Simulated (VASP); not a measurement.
# H4W8C9 in VASP: a series of runs

H4W8C9 is run at these levels: PBE+D3(BJ); tasks: single point.

Everything below comes from runs of VASP 6.6.1. Logs are shortened: lines on timing, memory, paths and dates and some standing lists are left out, and cuts for length are marked.

### 1 The cell of the first run

The cell holds a slab with vacuum, 21 atoms: a = 5.807 Å, b = 5.807 Å, c = 15.242 Å, α = 90.00°, β = 90.00°, γ = 120.00°.

### 2 Single point, PBE+D3(BJ)

INCAR reads:

```
PREC = Accurate
ENCUT = 520
EDIFF = 1E-6
ISMEAR = -1
SIGMA = 0.15
LREAL = Auto
LASPH = T
NELM = 60
ALGO = Normal
ISIF = 2
LWAVE = F
LCHARG = F
GGA = PE
IVDW = 12
NBANDS = 92
```

KPOINTS reads:

```
Automatic mesh
0
Gamma
  5 5 1
```

POSCAR reads:

```
H4W8C9
1.0
    5.8072000000      0.0000000000      0.0000000000
   -2.9036000000      5.0291830000      0.0000000000
    0.0000000000      0.0000000000     15.2420000000
W C H
8 9 4
Direct
    0.0000000000      0.0000000000      0.0656081879
   -0.0001658890     -0.0000021872      0.2532394043
   -0.0000000497      0.4999999006      0.0656081879
   -0.0000150059      0.5000144159      0.2532975331
    0.5000000000      0.0000000000      0.0656081879
    0.5000249547     -0.0000027838      0.2532593492
    0.4999999503      0.4999999006      0.0656081879
    0.4999847893      0.5001231810      0.2530450072
    0.3332856929      0.1666381995      0.1519950794
    0.3333192739      0.1669120014      0.3257734549
    0.3332948499      0.6667112730      0.1520181079
    0.3335395620      0.6665752668      0.3260379871
    0.8333358517      0.1666620602      0.1520480252
    0.8332694591      0.1666722010      0.3261214408
    0.8333677847      0.6667152498      0.1520207322
    0.8330311668      0.6666257720      0.3259820890
    0.5502155797      0.3290979867      0.5274081485
    0.7054609652      0.4995942681      0.4914248130
    0.3555375202      0.2996450915      0.5080740060
    0.5610569768      0.1511048614      0.5110513712
    0.5788510497      0.3669182450      0.5981070726
```

Potentials or basis: VASP PAW PBE potentials, release 64 (W_sv, C, H).

Launch:

```bash
> cat potpaw_PBE.64/W_sv/POTCAR potpaw_PBE.64/C/POTCAR potpaw_PBE.64/H/POTCAR > POTCAR
> mpirun -np 1 vasp_std > vasp.out
```

OUTCAR:

```text
PREC = Accurate
   ENCUT = 520
   EDIFF = 1E-6
   ISMEAR = -1
   LREAL = Auto
   LASPH = T
   NELM = 60
   ISIF = 2
   GGA = PE
   IVDW = 12
 IVDW          = 12

 ion  position               nearest neighbor table
   1  0.000  0.000  0.066-   9 2.13  15 2.13  13 2.13   2 2.86   3 2.90   7 2.90   5 2.90   5 2.90
                             3 2.90   7 2.90
   2  1.000  1.000  0.253-  10 2.01  16 2.01  14 2.01  13 2.28  15 2.28   9 2.28   1 2.86   6 2.90
                             8 2.90   4 2.90   4 2.90   8 2.90   6 2.90
   3  1.000  0.500  0.066-  11 2.13  15 2.13  13 2.13   4 2.86   1 2.90   5 2.90   7 2.90   7 2.90
                             5 2.90   1 2.90
   4  1.000  0.500  0.253-  16 2.01  14 2.01  12 2.01  13 2.28  11 2.28  15 2.28   3 2.86   2 2.90
                             8 2.90   6 2.90   6 2.90   8 2.90   2 2.90
   5  0.500  0.000  0.066-  11 2.13   9 2.13  13 2.13   6 2.86   7 2.90   3 2.90   1 2.90   1 2.90
                             7 2.90   3 2.90
   6  0.500  1.000  0.253-  10 2.01  14 2.01  12 2.01  13 2.28  11 2.28   9 2.28   5 2.86   2 2.90
                             8 2.90   4 2.90   4 2.90   8 2.90   2 2.90
   7  0.500  0.500  0.066-   9 2.13  15 2.13  11 2.13   8 2.86   5 2.90   1 2.90   3 2.90   3 2.90
                             1 2.90   5 2.90
   8  0.500  0.500  0.253-  10 2.01  12 2.01  16 2.01  11 2.28  15 2.28   9 2.28   7 2.86   6 2.90
                             2 2.90   4 2.90   4 2.90   2 2.90   6 2.90
   9  0.333  0.167  0.152-   1 2.13   5 2.13   7 2.13   8 2.28   6 2.28   2 2.28
  10  0.333  0.167  0.326-   2 2.01   6 2.01   8 2.01
  11  0.333  0.667  0.152-   5 2.13   3 2.13   7 2.13   8 2.28   6 2.28   4 2.28
  12  0.334  0.667  0.326-   8 2.01   6 2.01   4 2.01
  13  0.833  0.167  0.152-   1 2.13   5 2.13   3 2.13   2 2.28   6 2.28   4 2.28
  14  0.833  0.167  0.326-   6 2.01   4 2.01   2 2.01
  15  0.833  0.667  0.152-   1 2.13   3 2.13   7 2.13   8 2.28   2 2.28   4 2.28
  16  0.833  0.667  0.326-   2 2.01   8 2.01   4 2.01
  17  0.550  0.329  0.527-  20 1.10  21 1.10  19 1.10  18 1.10
  18  0.705  0.500  0.491-  17 1.10
  19  0.356  0.300  0.508-  17 1.10
  20  0.561  0.151  0.511-  17 1.10
  21  0.579  0.367  0.598-  17 1.10

  LATTYP: Found a hexagonal cell.
 ALAT       =     5.8072000000
 C/A-ratio  =     2.6246728199

  Lattice vectors:

 A1 = (   5.8072000000,   0.0000000000,   0.0000000000)
 A2 = (  -2.9036000000,   5.0291830000,   0.0000000000)
 A3 = (   0.0000000000,   0.0000000000,  15.2420000000)

Analysis of symmetry for initial positions (statically):
=====================================================================
 Subroutine PRICEL returns:
 Original cell was already a primitive cell.

 Routine SETGRP: Setting up the symmetry group for a
 hexagonal supercell.

 Subroutine GETGRP returns: Found  1 space group operations
 (whereof  1 operations were pure point group operations)
 out of a pool of 24 trial point group operations.

The static configuration has the point symmetry C_1 .

Analysis of symmetry for dynamics (positions and initial velocities):
=====================================================================
 Subroutine PRICEL returns:
 Original cell was already a primitive cell.

 Routine SETGRP: Setting up the symmetry group for a
 hexagonal supercell.

 Subroutine GETGRP returns: Found  1 space group operations
 (whereof  1 operations were pure point group operations)
 out of a pool of 24 trial point group operations.

The dynamic configuration has the point symmetry C_1 .

 Subroutine INISYM returns: Found  1 space group operations
 (whereof  1 operations are pure point group operations),
 and found     1 'primitive' translations

----------------------------------------------------------------------------------------

                                     Primitive cell

  volume of cell :     445.1498

  direct lattice vectors                    reciprocal lattice vectors
     5.807200000  0.000000000  0.000000000     0.172200028  0.099419727  0.000000000
    -2.903600000  5.029183000  0.000000000     0.000000000  0.198839454  0.000000000
     0.000000000  0.000000000 15.242000000     0.000000000  0.000000000  0.065608188

  length of vectors
     5.807200000  5.807200238 15.242000000     0.198839462  0.198839454  0.065608188

  position of ions in fractional coordinates (direct lattice)
     0.000000000  0.000000000  0.065608188
     0.999834111  0.999997813  0.253239404
     0.999999950  0.499999901  0.065608188
     0.999984994  0.500014416  0.253297533
     0.500000000  0.000000000  0.065608188
     0.500024955  0.999997216  0.253259349
[... 13 lines left out ...]
     0.561056977  0.151104861  0.511051371
     0.578851050  0.366918245  0.598107073

  ion indices of the primitive-cell ions
   primitive index   ion index
                 1           1
                 2           2
                 3           3
                 4           4
[... 68 lines left out ...]
   NSW    =      0    number of steps for IOM
   IBRION =     -1    ionic relax: 0-MD 1-quasi-New 2-CG
   NFREE  =      0    steps in history (QN), initial steepest desc. (CG)
   ISIF   =      2    stress and relaxation
   ISYM   =      2    0-nonsym 1-usesym 2-fastsym
   POTIM  = 0.5000    time-step for ionic-motion
   TEBEG  =    0.0;   TEEND  =   0.0 temperature during run
   PSTRESS=    0.0 pullay stress
   NELECT =     152.0000    total number of electrons
   NUPDOWN=      -1.0000    fix difference up-down
   EMIN   =  10.00;   EMAX   =-10.00  energy-range for DOS
   EFERMI =   0.00;   METHOD = LEGACY
   ISMEAR =    -1;   SIGMA  =   0.15  broadening in eV -4-tet -1-fermi 0-gaus
   EFERMI_NEDOS =   21; number of points for ismear=-14 and -15
   IALGO  =     38    algorithm
   IMIX   =      4    mixing-type and parameters
     AMIX     =   0.40;   BMIX     =  1.00
     AMIX_MAG =   1.60;   BMIX_MAG =  1.00
  volume/ion in A,a.u.               =      21.20       143.05
  Fermi-wavevector in a.u.,A,eV,Ry     =   1.144249  2.162318 17.814194  1.309306
  Thomas-Fermi vector in A             =   2.280942
   LORBIT       =      0    0 simple, 1 ext, 2 COOP (PROOUT), +10 PAW based schemes
   GGA     = PE    functional components
   LHFCALC =     F    Hartree Fock is set to
   AEXX    =    0.0000 exact exchange contribution
   IVDW    =    12    specifies the selected vdW correction
   LEPSILON=     F    determine dielectric tensor
   LRPA    =     F    only Hartree local field effects (RPA)
 non-spin polarized calculation
  energy-cutoff  :      520.00
  volume of cell :      445.15
 maximum number of plane-waves:     12001
 NGX is ok and might be reduce to    48
   NGX = 21   NGY = 21   NGZ = 57

 number of electron     151.9999998 magnetization

 Free energy of the ion-electron system (eV)
  ---------------------------------------------------
  ext. energy  EPLUGINS =         0.00000000
  ---------------------------------------------------
  free energy    TOTEN  =      -186.56769948 eV

  energy without entropy =     -186.14151215  energy(sigma->0) =     -186.35460581

 E-fermi :   1.0699     XC(G=0):  -7.2006

 val. band max:        1.0363019039   @ k =   0.2000   0.0000   0.0000
 cond. band min:       1.1719621351   @ k =   0.4000   0.0000   0.0000
 fundamental gap:      0.1356602312
 Fermi energy:         1.0699349608

 k-point     1 :       0.0000    0.0000    0.0000
  band No.  band energies     occupation
      1     -72.9427      2.00000
      2     -72.9125      2.00000
      3     -72.8833      2.00000
      4     -72.8824      2.00000
      5     -72.8781      2.00000
      6     -72.8561      2.00000
[... 80 lines left out ...]
     87       4.1221      0.00000
     88       4.3050      0.00000

 k-point     2 :       0.2000    0.0000    0.0000
  band No.  band energies     occupation
      1     -72.9368      2.00000
      2     -72.9070      2.00000
      3     -72.8877      2.00000
      4     -72.8830      2.00000
      5     -72.8790      2.00000
      6     -72.8610      2.00000
[... 990 lines left out ...]
     87       3.3290      0.00000
     88       3.3374      0.00000

 k-point    13 :       0.4000    0.4000    0.0000
  band No.  band energies     occupation
      1     -72.9109      2.00000
      2     -72.9076      2.00000
      3     -72.8937      2.00000
      4     -72.8819      2.00000
      5     -72.8808      2.00000
      6     -72.8744      2.00000
[... 80 lines left out ...]
     87       3.3316      0.00000
     88       3.3345      0.00000
 [bands above 88 left out]

------------------------ aborting loop because EDIFF is reached ----------------------------------------

 Edisp (eV)   -4.95038

 E8    (eV) :    -2.2866

  FORCE on cell =-STRESS in cart. coord.  units (eV):
  Direction    XX          YY          ZZ          XY          YZ          ZX
  --------------------------------------------------------------------------------------
  -------------------------------------------------------------------------------------
  Total       4.62719     4.62868     0.61979     0.02086    -0.01517     0.02700
  in kB      16.65412    16.65949     2.23075     0.07507    -0.05459     0.09718
  external pressure =       11.85 kB  Pullay stress =        0.00 kB

 VOLUME and BASIS-vectors are now :
 -----------------------------------------------------------------------------
  energy-cutoff  :      520.00
  volume of cell :      445.15
      direct lattice vectors                 reciprocal lattice vectors
     5.807200000  0.000000000  0.000000000     0.172200028  0.099419727  0.000000000
    -2.903600000  5.029183000  0.000000000     0.000000000  0.198839454  0.000000000
     0.000000000  0.000000000 15.242000000     0.000000000  0.000000000  0.065608188

 POSITION                                       TOTAL-FORCE (eV/Angst)
 -----------------------------------------------------------------------------------
      0.00000      0.00000      1.00000        -0.002197      0.001200     -0.056615
      2.90264      5.02917      3.85988        -0.004647     -0.000044     -0.033561
      4.35540      2.51459      1.00000        -0.001553      0.000042     -0.048990
      4.35527      2.51466      3.86076         0.002247     -0.001582     -0.034460
      2.90360      0.00000      1.00000        -0.000741      0.002187     -0.052943
      0.00015      5.02917      3.86018         0.004503     -0.002359     -0.041207
[... 13 lines left out ...]
      2.81942      0.75993      7.78944         0.008760     -0.018594     -0.007703
      2.29612      1.84530      9.11635         0.004456      0.002417      0.023515
 -----------------------------------------------------------------------------------
    total drift:                                0.004840     -0.004762      0.019406

  FREE ENERGIE OF THE ION-ELECTRON SYSTEM (eV)
  ---------------------------------------------------
  free  energy   TOTEN  =      -191.5180752912 eV

  energy  without entropy=     -191.0918879575  energy(sigma->0) =     -191.30498162
```

Run time: 20 min. Hardware: 1 thread of AMD EPYC 9R45 (Zen 5), shared host; peak memory 0.74 GiB.

What came out:

| Property | Result |
| --- | --- |
| Free energy | -191.5181 eV |
| Largest force | 0.100 eV/Å |
| Band gap on the k mesh | zero (bands 76 and 77 overlap by 0.69 eV) |
| Dispersion energy per atom | -0.236 eV |

Forces on the atoms (eV/Å):
```
W   -0.002  0.001 -0.057
W   -0.005  0.000 -0.034
W   -0.002  0.000 -0.049
W    0.002 -0.002 -0.034
W   -0.001  0.002 -0.053
W    0.005 -0.002 -0.041
W   -0.001  0.001 -0.074
W   -0.002  0.003 -0.025
C    0.002  0.001 -0.004
C    0.002 -0.002  0.098
C    0.000 -0.001 -0.001
C   -0.004  0.004  0.096
C   -0.001  0.002  0.000
C    0.001  0.000  0.094
C    0.001 -0.002 -0.004
C    0.003  0.001  0.099
C   -0.006  0.001 -0.015
H    0.013  0.018 -0.010
H   -0.019 -0.006 -0.003
H    0.009 -0.019 -0.008
H    0.004  0.002  0.024
```

Levels at points of the mesh, in eV from the Fermi level:
```tsv
k point	band 74	band 75	band 76	band 77	band 78	band 79
(0.00, 0.00, 0.00)	0.22	0.40	0.40	0.40	1.20	1.31
```

Caveat: there is no dipole correction, which matters where the two faces differ; spin-orbit coupling is left out, which moves the levels of the heavy elements.

### 3 Single point, PBE+D3(BJ)

INCAR reads:

```
SYSTEM = H4W8C9
PREC = Accurate ; ENCUT = 520
EDIFF = 1E-6 ; ISMEAR = -1
SIGMA = 0.15 ; LREAL = Auto
LASPH = .TRUE. ; NELM = 100
ALGO = Normal ; ISIF = 2
LWAVE = .FALSE. ; LCHARG = .FALSE.
GGA = PE ; IVDW = 12
NBANDS = 92
```

KPOINTS reads:

```
regular mesh
0
G
  5 5 1
  0 0 0
```

POSCAR reads:

```
H4W8C9
1.0
    5.8072000000      0.0000000000      0.0000000000
   -2.9036000000      5.0291830000      0.0000000000
    0.0000000000      0.0000000000     15.2420000000
W C H
8 9 4
Direct
    0.0000000000      0.0000000000      0.0656081879
    0.0000375740      0.0000930569      0.2532832305
   -0.0000000497      0.4999999006      0.0656081879
   -0.0001595220      0.4998338696      0.2532399291
    0.5000000000      0.0000000000      0.0656081879
    0.5000849586      0.0001371992      0.2532584963
    0.4999999503      0.4999999006      0.0656081879
    0.4999972573      0.4999352778      0.2530692822
    0.3333053018      0.1666147364      0.1520191576
    0.3335616799      0.1670410482      0.3260335258
    0.3333123638      0.6666822424      0.1519990159
    0.3333062866      0.6665285395      0.3258132791
    0.8333428981      0.1666785639      0.1520499934
    0.8332673384      0.1666328308      0.3261753707
    0.8333767562      0.6666897983      0.1520070201
    0.8330973360      0.6664953333      0.3259099856
    0.5488878620      0.6567969390      0.5246372523
    0.7044069394      0.8257711044      0.4881600840
    0.3536361193      0.6183236919      0.5019488912
    0.5665684531      0.4804106353      0.5123624196
    0.5700064611      0.7024178679      0.5949427241
```

Potentials or basis: VASP PAW PBE potentials, release 64 (W_sv, C, H).

Launch:

```bash
> cat potpaw_PBE.64/W_sv/POTCAR potpaw_PBE.64/C/POTCAR potpaw_PBE.64/H/POTCAR > POTCAR
> mpirun -np 1 vasp_std > vasp.out
```

Wall time 14 min (1 thread of Intel Xeon 6975P-C (Granite Rapids), shared host); peak memory 0.76 GiB.

The run converged. Its results:

```yaml
Free_energy: -191.5230 eV
Largest_force: 0.098 eV/Å
Band_gap_on_the_k_mesh: zero (bands 76 and 77 overlap by 0.69 eV)
Dispersion_energy_per_atom: -0.236 eV
```

Forces on the atoms (eV/Å):
```
W   -0.001  0.000 -0.051
W   -0.002  0.001 -0.036
W    0.000 -0.001 -0.055
W    0.000 -0.001 -0.037
W    0.001 -0.001 -0.053
W   -0.001 -0.001 -0.036
W   -0.001  0.001 -0.071
W   -0.003 -0.001 -0.037
C    0.000  0.001 -0.002
C    0.001 -0.001  0.098
C    0.001 -0.001 -0.003
C    0.002  0.001  0.095
C    0.000  0.000  0.001
C    0.003  0.002  0.098
C   -0.002 -0.001 -0.002
C    0.002  0.000  0.096
C    0.000  0.002  0.002
H    0.005  0.014 -0.009
H   -0.019 -0.002 -0.006
H    0.013 -0.015 -0.004
H    0.001  0.003  0.014
```

Levels at points of the mesh, in eV from the Fermi level:
```csv
k point,band 73,band 74,band 75,band 76,band 77,band 78,band 79,band 80
"(0.00, 0.00, 0.00)",0.22,0.22,0.40,0.40,0.40,1.20,1.32,1.34
```

Caveat: there is no dipole correction, which matters where the two faces differ; spin-orbit coupling is left out, which moves the levels of the heavy elements.

### 4 Single point, PBE+D3(BJ)

INCAR reads:

```
  PREC = Accurate
  ENCUT = 520
  EDIFF = 1E-6
  ISMEAR = -1
  SIGMA = 0.15
  LREAL = Auto
  LASPH = True
  NELM = 100
  ALGO = Normal
  ISIF = 2
  LWAVE = False
  LCHARG = True
  GGA = PE
  IVDW = 12
  LELF = True
  LVHAR = True
  NBANDS = 92
```

KPOINTS reads:

```
regular mesh
0
Gamma
  5 5 1
```

POSCAR reads:

```
H4W8C9
1.0
    5.8072000000      0.0000000000      0.0000000000
   -2.9036000000      5.0291830000      0.0000000000
    0.0000000000      0.0000000000     15.2420000000
W C H
8 9 4
Direct
    0.0000000000      0.0000000000      0.0656081879
   -0.0001797860     -0.0000785416      0.2532267419
   -0.0000000497      0.4999999006      0.0656081879
   -0.0000006508      0.5000937528      0.2532809343
    0.5000000000      0.0000000000      0.0656081879
    0.5000075059      0.0000053687      0.2531550978
    0.4999999503      0.4999999006      0.0656081879
    0.5000395485      0.5001758735      0.2531585750
    0.3333014174      0.1666775697      0.1519944233
    0.3332936134      0.1667435844      0.3257840178
    0.3332980479      0.6666728970      0.1520175174
    0.3335457799      0.6668763097      0.3260316231
    0.8333507238      0.1666887047      0.1520222412
    0.8331942290      0.1666043968      0.3259944233
    0.8333493840      0.6667104776      0.1520356909
    0.8331418196      0.6666645457      0.3260964440
    0.5498735377      0.2433767075      0.5255650177
    0.7023794727      0.4082521952      0.4868654376
    0.3530221939      0.2052564005      0.5049368849
    0.5643336755      0.0648379667      0.5141547697
    0.5788696658      0.2952465639      0.5953811180
```

Launch:

```bash
> cat potpaw_PBE.64/W_sv/POTCAR potpaw_PBE.64/C/POTCAR potpaw_PBE.64/H/POTCAR > POTCAR
> mpirun -np 1 vasp_std > vasp.out
```

Wall time 35 min (1 thread of Intel Xeon 8259CL, shared host); peak memory 0.78 GiB.

The run converged. Its results:

* Free energy: -191.5212 eV
* Largest force: 0.100 eV/Å
* Band gap on the k mesh: zero (bands 76 and 77 overlap by 0.69 eV)
* Dispersion energy per atom: -0.236 eV

Forces in eV/Å, atoms in the order of the input:
```
W   -0.001  0.001 -0.058
W   -0.003 -0.001 -0.033
W   -0.002  0.002 -0.052
W    0.001  0.000 -0.035
W   -0.002  0.003 -0.064
W    0.002 -0.001 -0.033
W   -0.001  0.001 -0.063
W   -0.003  0.004 -0.036
C    0.001  0.000 -0.004
C    0.001 -0.001  0.092
C    0.000  0.000 -0.002
C    0.000 -0.003  0.099
C    0.000  0.001 -0.001
C    0.001  0.002  0.100
C    0.000 -0.002 -0.002
C    0.003  0.001  0.096
C   -0.004 -0.010 -0.006
H    0.009  0.015 -0.013
H   -0.019 -0.002 -0.005
H    0.013 -0.017 -0.002
H    0.003  0.007  0.021
```

Levels at points of the mesh, in eV from the Fermi level:
| k point | band 72 | band 73 | band 74 | band 75 | band 76 | band 77 | band 78 | band 79 | band 80 | band 81 |
| --- | --- | --- | --- | --- | --- | --- | --- | --- | --- | --- |
| (0.00, 0.00, 0.00) | -0.89 | 0.22 | 0.22 | 0.40 | 0.40 | 0.40 | 1.20 | 1.31 | 1.33 | 1.34 |

Caveat: there is no dipole correction, which matters where the two faces differ; spin-orbit coupling is left out, which moves the levels of the heavy elements.

### 5 Summary

```csv
cell,gap on the mesh (eV),largest force (eV/Å)
"as given, atomic positions A",none,0.10
"as given, atomic positions B",none,0.10
"as given, atomic positions C",none,0.10
```

Alike in all rows: task single point; level PBE+D3(BJ); potentials or basis VASP PAW PBE potentials, release 64 (W_sv, C, H); no spin polarisation; k mesh 5 × 5 × 1; cutoff (eV) 520; smearing fermi-dirac 0.15 eV.

Caveats: there is no dipole correction, which matters where the two faces differ; spin-orbit coupling is left out, which moves the levels of the heavy elements.

Absolute energies hang on the potentials; compare differences alone.

The gap in the log of VASP goes by the Fermi energy; the results here count the filled bands.